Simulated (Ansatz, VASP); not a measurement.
**CdSe in VASP and in Ansatz**

```
Cd Se
1.0
     0.00000    2.87396    2.87396
     2.87396    0.00000    2.87396
     2.87396    2.87396    0.00000
Cd Se
1 1
Direct
  0.00000 0.00000 0.00000
  0.50000 0.50000 0.50000
```

Alike in both runs: task single point; functional PBE; dispersion D4; k mesh 4 × 4 × 4; no spin polarisation.

|  | VASP | Ansatz |
| --- | --- | --- |
| version | VASP 6.6.1 | Ansatz 0.2.0 |
| potentials or method | VASP PAW PBE potentials, release 64 (Cd, Se), cutoff 520 eV | scalar-relativistic, plane waves, PAW |
| occupations | tetrahedron | tetrahedron-uncorrected |
| valence electrons in the cell | 18 | 36 |

```tsv
	VASP	Ansatz	Ansatz less VASP
gap on the k mesh at the Fermi level (eV)	none	none	-
pressure (GPa)	-2.1	-2.4	-0.33
```

A gap of «none» marks a metal or a gap that the smearing closes. VASP's potentials hold 18 valence electrons a cell and Ansatz's 36, so a difference there can come from the potentials and not from the codes. Ansatz's warnings: band table not solved further.

The k mesh is coarse, so the values compare programs but aren't converged.
